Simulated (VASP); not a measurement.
# W (Im-3m) in VASP: a series of runs

Runs on W. Level: PBE. Tasks: single point.

All numbers are computed with VASP 6.6.1; they aren't measurements. Logs are shortened: lines on timing, memory, paths and dates and some standing lists are left out, and cuts for length are marked.

### 1 The cell of the first run

Symmetry: Im-3m, No. 229, cubic system. The conventional cell has a = 3.184 Å, b = 3.184 Å, c = 3.184 Å, α = 90.00°, β = 90.00°, γ = 90.00°. W (site symmetry m-3m) has 14 W at 2.76 to 3.18 Å within 3.6 Å.

### 2 Single point, PBE

Input file INCAR:

```
PREC = Accurate
ENCUT = 520
EDIFF = 1E-6
ISMEAR = 1
SIGMA = 0.01
LREAL = F
LASPH = T
NELM = 80
ALGO = Normal
ISIF = 2
LWAVE = F
LCHARG = F
GGA = PE
NBANDS = 13
```

Input file KPOINTS:

```
Automatic mesh
0
Gamma
  14 14 14
```

Input file POSCAR:

```
W
1.0
   -1.5921723362      1.5921723362      1.5921723362
    1.5921723362     -1.5921723362      1.5921723362
    1.5921723362      1.5921723362     -1.5921723362
W
1
Direct
    0.0000000000      0.0000000000      0.0000000000
```

Potentials or basis: VASP PAW PBE potentials, release 64 (W_sv).

The run is started by

```sh
> cat potpaw_PBE.64/W_sv/POTCAR > POTCAR
> mpirun -np 1 vasp_std > vasp.out
```

OUTCAR:

```text
PREC = Accurate
   ENCUT = 520
   EDIFF = 1E-6
   ISMEAR = 1
   LREAL = F
   LASPH = T
   NELM = 80
   ISIF = 2
   GGA = PE

 ion  position               nearest neighbor table
   1  0.000  0.000  0.000-

  LATTYP: Found a body centered cubic cell.
 ALAT       =     3.1843446724

  Lattice vectors:

 A1 = (  -1.5921723362,   1.5921723362,   1.5921723362)
 A2 = (   1.5921723362,  -1.5921723362,   1.5921723362)
 A3 = (   1.5921723362,   1.5921723362,  -1.5921723362)

Analysis of symmetry for initial positions (statically):
=====================================================================
 Subroutine PRICEL returns:
 Original cell was already a primitive cell.

 Routine SETGRP: Setting up the symmetry group for a
 body centered cubic supercell.

 Subroutine GETGRP returns: Found 48 space group operations
 (whereof 48 operations were pure point group operations)
 out of a pool of 48 trial point group operations.

The static configuration has the point symmetry O_h .

Analysis of symmetry for dynamics (positions and initial velocities):
=====================================================================
 Subroutine PRICEL returns:
 Original cell was already a primitive cell.

 Routine SETGRP: Setting up the symmetry group for a
 body centered cubic supercell.

 Subroutine GETGRP returns: Found 48 space group operations
 (whereof 48 operations were pure point group operations)
 out of a pool of 48 trial point group operations.

The dynamic configuration has the point symmetry O_h .

 Subroutine INISYM returns: Found 48 space group operations
 (whereof 48 operations are pure point group operations),
 and found     1 'primitive' translations

----------------------------------------------------------------------------------------

                                     Primitive cell

  volume of cell :      16.1447

  direct lattice vectors                    reciprocal lattice vectors
    -1.592172336  1.592172336  1.592172336     0.000000000  0.314036357  0.314036357
     1.592172336 -1.592172336  1.592172336     0.314036357  0.000000000  0.314036357
     1.592172336  1.592172336 -1.592172336     0.314036357  0.314036357  0.000000000

  length of vectors
     2.757723381  2.757723381  2.757723381     0.444114475  0.444114475  0.444114475

  position of ions in fractional coordinates (direct lattice)
     0.000000000  0.000000000  0.000000000

  ion indices of the primitive-cell ions
   primitive index   ion index
                 1           1

----------------------------------------------------------------------------------------

 KPOINTS: Automatic mesh

Automatic generation of k-mesh.
 Grid dimensions read from file:
 generate k-points for:   14   14   14

 Generating k-lattice:

  Cartesian coordinates                     Fractional coordinates (reciprocal lattice)
     0.000000000  0.022431168  0.022431168     0.071428571  0.000000000  0.000000000
     0.022431168  0.000000000  0.022431168     0.000000000  0.071428571  0.000000000
     0.022431168  0.022431168  0.000000000     0.000000000  0.000000000  0.071428571

  Length of vectors
     0.031722462  0.031722462  0.031722462

  Shift w.r.t. Gamma in fractional coordinates (k-lattice)
     0.000000000  0.000000000  0.000000000

 Subroutine IBZKPT returns following result:
 ===========================================

 Found    104 irreducible k-points:

 Following reciprocal coordinates:
            Coordinates               Weight
  0.000000  0.000000  0.000000      1.000000
  0.071429  0.000000  0.000000     12.000000
  0.142857  0.000000  0.000000     12.000000
  0.214286  0.000000  0.000000     12.000000
  0.285714  0.000000  0.000000     12.000000
  0.357143  0.000000  0.000000     12.000000
[... 16 lines left out ...]
  0.285714  0.285714  0.000000     24.000000
  0.357143  0.285714  0.000000     24.000000
 [... further k-points ...]
   k-points           NKPTS =    104   k-points in BZ     NKDIM =    104   number of bands    NBANDS=     13
   number of dos      NEDOS =    301   number of ions     NIONS =      1
   total plane-waves  NPLWV =  13824
   dimension x,y,z NGX =    24 NGY =   24 NGZ =   24
   dimension x,y,z NGXF=    48 NGYF=   48 NGZF=   48
   ions per type =               1
   NGX,Y,Z   is equivalent  to a cutoff of  14.47, 14.47, 14.47 a.u.
   NGXF,Y,Z  is equivalent  to a cutoff of  28.94, 28.94, 28.94 a.u.
 SYSTEM =  unknown system
   PREC   = accura    normal or accurate (medium, high low for compatibility)
   ISTART =      0    job   : 0-new  1-cont  2-samecut
   ICHARG =      2    charge: 1-file 2-atom 10-const
   ISPIN  =      1    spin polarized calculation?
   LNONCOLLINEAR =      F non collinear calculations
   LSORBIT =      F    spin-orbit coupling
   LASPH  =      T    aspherical Exc in radial PAW
   ENCUT  =  520.0 eV  38.22 Ry    6.18 a.u.   5.13  5.13  5.13*2*pi/ulx,y,z
   NELM   =     80;   NELMIN=  2; NELMDL= -5     # of ELM steps
   EDIFF  = 0.1E-05   stopping-criterion for ELM
   LREAL  =      F    real-space projection
   EDIFFG = 0.1E-04   stopping-criterion for IOM
   NSW    =      0    number of steps for IOM
   IBRION =     -1    ionic relax: 0-MD 1-quasi-New 2-CG
   NFREE  =      0    steps in history (QN), initial steepest desc. (CG)
   ISIF   =      2    stress and relaxation
   ISYM   =      2    0-nonsym 1-usesym 2-fastsym
   POTIM  = 0.5000    time-step for ionic-motion
   TEBEG  =    0.0;   TEEND  =   0.0 temperature during run
   PSTRESS=    0.0 pullay stress
   NELECT =      14.0000    total number of electrons
   NUPDOWN=      -1.0000    fix difference up-down
   EMIN   =  10.00;   EMAX   =-10.00  energy-range for DOS
   EFERMI =   0.00;   METHOD = LEGACY
   ISMEAR =     1;   SIGMA  =   0.01  broadening in eV -4-tet -1-fermi 0-gaus
   EFERMI_NEDOS =   21; number of points for ismear=-14 and -15
   IALGO  =     38    algorithm
   IMIX   =      4    mixing-type and parameters
     AMIX     =   0.40;   BMIX     =  1.00
     AMIX_MAG =   1.60;   BMIX_MAG =  1.00
  volume/ion in A,a.u.               =      16.14       108.95
  Fermi-wavevector in a.u.,A,eV,Ry     =   1.561136  2.950119 33.159384  2.437146
  Thomas-Fermi vector in A             =   2.664246
   LORBIT       =      0    0 simple, 1 ext, 2 COOP (PROOUT), +10 PAW based schemes
   GGA     = PE    functional components
   LHFCALC =     F    Hartree Fock is set to
   AEXX    =    0.0000 exact exchange contribution
   IVDW    =     0    specifies the selected vdW correction
   LEPSILON=     F    determine dielectric tensor
   LRPA    =     F    only Hartree local field effects (RPA)
 non-spin polarized calculation
 Methfessel and Paxton  Order N= 1 SIGMA  =   0.01
  energy-cutoff  :      520.00
  volume of cell :       16.14
 maximum number of plane-waves:       466
 NGX is ok and might be reduce to    24
   NGX = 11   NGY = 11   NGZ = 11

 number of electron      14.0000002 magnetization

 Free energy of the ion-electron system (eV)
  ---------------------------------------------------
  ext. energy  EPLUGINS =         0.00000000
  ---------------------------------------------------
  free energy    TOTEN  =       -12.94705875 eV

  energy without entropy =      -12.94702266  energy(sigma->0) =      -12.94704672

 E-fermi :  11.2672     XC(G=0): -13.5407

 val. band max:       11.2640961630   @ k =  -0.4286   0.5000   0.2857
 cond. band min:      11.3012314142   @ k =   0.5000   0.5000   0.2857
 fundamental gap:      0.0371352512
 Fermi energy:        11.2672116217

 k-point     1 :       0.0000    0.0000    0.0000
  band No.  band energies     occupation
      1     -63.0505      2.00000
      2     -26.6365      2.00000
      3     -26.6365      2.00000
      4     -26.6365      2.00000
      5       1.6455      2.00000
      6       9.9706      2.00000
      7       9.9706      2.00000
      8       9.9706      2.00000
      9      13.3890      0.00000
     10      13.3890      0.00000
     11      25.6576      0.00000
     12      25.6576      0.00000
     13      25.6576      0.00000

 k-point     2 :       0.0714    0.0000    0.0000
  band No.  band energies     occupation
      1     -63.0444      2.00000
      2     -26.7011      2.00000
      3     -26.6568      2.00000
      4     -26.6368      2.00000
      5       1.8864      2.00000
      6       9.8254      2.00000
      7       9.9357      2.00000
      8      10.2030      2.00000
      9      13.1644      0.00000
     10      13.3911      0.00000
     11      25.8590      0.00000
     12      26.0679      0.00000
     13      26.2328      0.00000

 k-point     3 :       0.1429    0.0000    0.0000
  band No.  band energies     occupation
      1     -63.0274      2.00000
      2     -26.8792      2.00000
      3     -26.7131      2.00000
      4     -26.6376      2.00000
      5       2.5648      2.00000
      6       9.4437      2.00000
      7       9.7687      2.00000
      8      10.8878      2.00000
      9      12.7843      0.00000
     10      13.4155      0.00000
     11      26.2776      0.00000
     12      27.2404      0.00000
     13      27.5158      0.00000
[... 305 lines left out ...]
 k-point    23 :       0.2857    0.2857    0.0000
  band No.  band energies     occupation
      1     -62.9161      2.00000
      2     -27.6128      2.00000
      3     -27.2922      2.00000
      4     -26.7820      2.00000
      5       6.7119      2.00000
      6       8.0688      2.00000
      7       9.0238      2.00000
      8      13.3584      0.00000
      9      14.1784      0.00000
     10      19.7210      0.00000
     11      20.3080      0.00000
     12      24.2505      0.00000
     13      27.6291      0.00000

 k-point    24 :       0.3571    0.2857    0.0000
  band No.  band energies     occupation
      1     -62.9123      2.00000
      2     -27.5668      2.00000
      3     -27.3823      2.00000
      4     -26.7885      2.00000
      5       6.8154      2.00000
      6       8.2260      2.00000
      7       8.9085      2.00000
      8      13.6027      0.00000
      9      14.1818      0.00000
     10      19.3215      0.00000
     11      21.1624      0.00000
     12      23.1959      0.00000
     13      28.0904      0.00000

 [... further k-points ...]

------------------------ aborting loop because EDIFF is reached ----------------------------------------

  FORCE on cell =-STRESS in cart. coord.  units (eV):
  Direction    XX          YY          ZZ          XY          YZ          ZX
  --------------------------------------------------------------------------------------
  -------------------------------------------------------------------------------------
  Total        0.0855133      0.0855133      0.0855133      0.0000000      0.0000000     -0.0000000
  in kB        8.4862168      8.4862168      8.4862168      0.0000000      0.0000000     -0.0000000
  external PRESSURE =       8.4862168 kB  Pullay stress =       0.0000000 kB

 VOLUME and BASIS-vectors are now :
 -----------------------------------------------------------------------------
  energy-cutoff  :      520.00
  volume of cell :       16.14
      direct lattice vectors                 reciprocal lattice vectors
    -1.592172336  1.592172336  1.592172336     0.000000000  0.314036357  0.314036357
     1.592172336 -1.592172336  1.592172336     0.314036357  0.000000000  0.314036357
     1.592172336  1.592172336 -1.592172336     0.314036357  0.314036357  0.000000000

 POSITION                                       TOTAL-FORCE (eV/Angst)
 -----------------------------------------------------------------------------------
      0.00000      0.00000      0.00000         0.000000      0.000000      0.000000
 -----------------------------------------------------------------------------------
    total drift:                               -0.000000      0.000000      0.000000

  FREE ENERGIE OF THE ION-ELECTRON SYSTEM (eV)
  ---------------------------------------------------
  free  energy   TOTEN  =       -12.9470587485 eV

  energy  without entropy=      -12.9470226626  energy(sigma->0) =      -12.94704672
```

It took 22 s on 1 thread of Intel Xeon 8259CL, shared host; peak memory 0.16 GiB.

Results:

* Free energy: -12.9471 eV
* Pressure: 0.8 GPa
* Band gap on the k mesh: zero (band 7 reaches 16.20 eV, above the bottom of band 8 at 9.97 eV)

Caveat: spin-orbit coupling is left out, which moves the levels of the heavy elements.

### 3 Single point, PBE

Input file INCAR:

```
ALGO = Normal ; EDIFF = 1E-7
ENCUT = 520 ; GGA = PE
ISIF = 2 ; ISMEAR = 1
LASPH = True ; LCHARG = True
LELF = True ; LREAL = False
LVHAR = True ; LWAVE = False
NBANDS = 13 ; NELM = 80
PREC = Accurate ; SIGMA = 0.03
```

Input file KPOINTS:

```
k-points
0
Gamma
  14 14 14
```

POSCAR is that of step 2.

Potentials or basis: VASP PAW PBE potentials, release 64 (W_sv).

The run is started by

```sh
> cat potpaw_PBE.64/W_sv/POTCAR > POTCAR
> mpirun -np 1 vasp_std > vasp.out
```

Run time: 25 s. Hardware: 1 thread of Intel Xeon 8259CL, shared host; peak memory 0.15 GiB.

It converged, with:

```yaml
Free_energy: -12.9471 eV
Pressure: 0.9 GPa
Band_gap_on_the_k_mesh: zero (band 7 reaches 16.20 eV, above the bottom of band 8 at 9.97 eV)
```

Levels at points of the mesh, in eV from the Fermi level:
```tsv
k point	band 3	band 4	band 5	band 6	band 7	band 8	band 9	band 10	band 11	band 12
(0.00, 0.00, 0.00)	-37.91	-37.91	-9.63	-1.30	-1.30	-1.30	2.11	2.11	14.38	14.38
(0.50, 0.00, 0.00)	-38.31	-37.92	-6.26	-3.58	0.52	2.00	2.95	5.88	10.68	11.35
(0.50, 0.50, 0.50)	-38.76	-38.76	-5.79	-5.79	4.93	4.93	4.93	8.00	8.00	8.00
```

Caveat: spin-orbit coupling is left out, which moves the levels of the heavy elements.

### 4 Single point, PBE

Input file INCAR:

```
SYSTEM = W
PREC = Accurate
ENCUT = 520
EDIFF = 1E-6
ISMEAR = 1
SIGMA = 0.3
LREAL = .False.
LASPH = .True.
NELM = 100
ALGO = Normal
ISIF = 2
LWAVE = .False.
LCHARG = .False.
GGA = PE
NBANDS = 13
```

Input file KPOINTS:

```
Automatic mesh
0
Gamma
  14 14 14
  0 0 0
```

POSCAR is that of step 3.

The run is started by

```sh
> cat potpaw_PBE.64/W_sv/POTCAR > POTCAR
> mpirun -np 1 vasp_std > vasp.out
```

Wall time 23 s (1 thread of Intel Xeon 8259CL, shared host); peak memory 0.15 GiB.

It converged, with:

```yaml
Free_energy: -12.9484 eV
Pressure: 0.5 GPa
Band_gap_on_the_k_mesh: zero (band 7 reaches 16.21 eV, above the bottom of band 8 at 9.98 eV)
```

Levels at points of the mesh, in eV from the Fermi level:
```
           k point  band 5  band 6  band 7  band 8  band 9  band 10
(0.00, 0.00, 0.00)   -9.61   -1.28   -1.28   -1.28    2.14     2.14
(0.50, 0.00, 0.00)   -6.23   -3.56    0.54    2.02    2.98     5.91
(0.50, 0.50, 0.50)   -5.76   -5.76    4.95    4.95    4.95     8.02
```

Caveat: spin-orbit coupling is left out, which moves the levels of the heavy elements.

### 5 Single point, PBE

Input file INCAR:

```
SYSTEM = W
  PREC = Accurate
  ENCUT = 520
  EDIFF = 1E-7
  ISMEAR = 1
  SIGMA = 0.6
  LREAL = .False.
  LASPH = .True.
  NELM = 80
  ALGO = Normal
  ISIF = 2
  LWAVE = .False.
  LCHARG = .False.
  GGA = PE
  NBANDS = 13
```

Input file KPOINTS:

```
regular mesh
0
Gamma
  14 14 14
  0 0 0
```

POSCAR is that of step 4.

The run is started by

```sh
> cat potpaw_PBE.64/W_sv/POTCAR > POTCAR
> mpirun -np 1 vasp_std > vasp.out
```

It took 26 s on 1 thread of Intel Xeon 8259CL, shared host; peak memory 0.15 GiB.

Results (log left out):

```yaml
Free_energy: -12.9490 eV
Pressure: 0.3 GPa
Band_gap_on_the_k_mesh: zero (band 7 reaches 16.21 eV, above the bottom of band 8 at 9.98 eV)
```

Levels at points of the mesh, in eV from the Fermi level:
```tsv
k point	band 4	band 5	band 6	band 7	band 8	band 9	band 10	band 11
(0.00, 0.00, 0.00)	-37.84	-9.57	-1.24	-1.24	-1.24	2.18	2.18	14.44
(0.50, 0.00, 0.00)	-37.84	-6.20	-3.52	0.58	2.06	3.02	5.95	10.75
(0.50, 0.50, 0.50)	-38.69	-5.73	-5.73	4.99	4.99	4.99	8.06	8.06
```

Caveat: spin-orbit coupling is left out, which moves the levels of the heavy elements.

### 6 Single point, PBE

Input file INCAR:

```
PREC     = Accurate       # precision mode
ENCUT    = 520            # plane-wave cutoff, eV
EDIFF    = 1E-6           # SCF threshold, eV
ISMEAR   = 1              # smearing method
SIGMA    = 1.0            # smearing width, eV
LREAL    = F              # projectors in reciprocal space
LASPH    = T              # aspherical terms in the spheres
NELM     = 100            # most SCF steps
ALGO     = Normal         # electronic algorithm
ISIF     = 2              # what is computed and relaxed
LWAVE    = F              # write WAVECAR
LCHARG   = T              # write CHGCAR
GGA      = PE             # functional
LELF     = T              # ELF
LVHAR    = T            
NBANDS   = 13             # bands
```

Input file KPOINTS:

```
regular mesh
0
Gamma
  14 14 14
```

POSCAR is that of step 5.

Potentials or basis: VASP PAW PBE potentials, release 64 (W_sv).

The run is started by

```sh
> cat potpaw_PBE.64/W_sv/POTCAR > POTCAR
> mpirun -np 1 vasp_std > vasp.out
```

OUTCAR:

```text
PREC = Accurate
   ENCUT = 520
   EDIFF = 1E-6
   ISMEAR = 1
   LREAL = F
   LASPH = T
   NELM = 100
   ISIF = 2
   GGA = PE

 ion  position               nearest neighbor table
   1  0.000  0.000  0.000-

  LATTYP: Found a body centered cubic cell.
 ALAT       =     3.1843446724

  Lattice vectors:

 A1 = (  -1.5921723362,   1.5921723362,   1.5921723362)
 A2 = (   1.5921723362,  -1.5921723362,   1.5921723362)
[... 562 lines left out ...]
     11      21.1700     -0.00000
     12      23.2020     -0.00000
     13      28.0913     -0.00000

 [... further k-points ...]

------------------------ aborting loop because EDIFF is reached ----------------------------------------

  FORCE on cell =-STRESS in cart. coord.  units (eV):
  Direction    XX          YY          ZZ          XY          YZ          ZX
  --------------------------------------------------------------------------------------
  -------------------------------------------------------------------------------------
  Total       -0.0338748     -0.0338748     -0.0338748      0.0000000      0.0000000     -0.0000000
  in kB       -3.3616861     -3.3616861     -3.3616861      0.0000000      0.0000000     -0.0000000
  external PRESSURE =      -3.3616861 kB  Pullay stress =       0.0000000 kB

 VOLUME and BASIS-vectors are now :
 -----------------------------------------------------------------------------
  energy-cutoff  :      520.00
  volume of cell :       16.14
      direct lattice vectors                 reciprocal lattice vectors
    -1.592172336  1.592172336  1.592172336     0.000000000  0.314036357  0.314036357
     1.592172336 -1.592172336  1.592172336     0.314036357  0.000000000  0.314036357
     1.592172336  1.592172336 -1.592172336     0.314036357  0.314036357  0.000000000

 POSITION                                       TOTAL-FORCE (eV/Angst)
 -----------------------------------------------------------------------------------
      0.00000      0.00000      0.00000         0.000000      0.000000      0.000000
 -----------------------------------------------------------------------------------
    total drift:                                0.000000      0.000000      0.000000

  FREE ENERGIE OF THE ION-ELECTRON SYSTEM (eV)
  ---------------------------------------------------
  free  energy   TOTEN  =       -12.9394445040 eV

  energy  without entropy=      -12.9943989560  energy(sigma->0) =      -12.95776265
```

Run time: 24 s. Hardware: 1 thread of Intel Xeon 8259CL, shared host; peak memory 0.15 GiB.

What came out:

```yaml
Free_energy: -12.9394 eV
Pressure: -0.3 GPa
Band_gap_on_the_k_mesh: zero (band 7 reaches 16.21 eV, above the bottom of band 8 at 9.98 eV)
```

Caveat: spin-orbit coupling is left out, which moves the levels of the heavy elements.

### 7 The runs side by side

| smearing | gap on the mesh (eV) | pressure (GPa) |
| --- | --- | --- |
| methfessel-paxton 0.01 eV | none | 0.8 |
| methfessel-paxton 0.03 eV | none | 0.9 |
| methfessel-paxton 0.3 eV | none | 0.5 |
| methfessel-paxton 0.6 eV | none | 0.3 |
| methfessel-paxton 1 eV | none | -0.3 |

Alike in all rows: task single point; level PBE; potentials or basis VASP PAW PBE potentials, release 64 (W_sv); no spin polarisation; cell as given; k mesh 14 × 14 × 14; cutoff (eV) 520.

Every run on the cell as given and a fine mesh finds a metal.

Caveats: spin-orbit coupling is left out, which moves the levels of the heavy elements.

Total energies depend on the potentials used, so only differences within one code and one set of settings carry meaning.
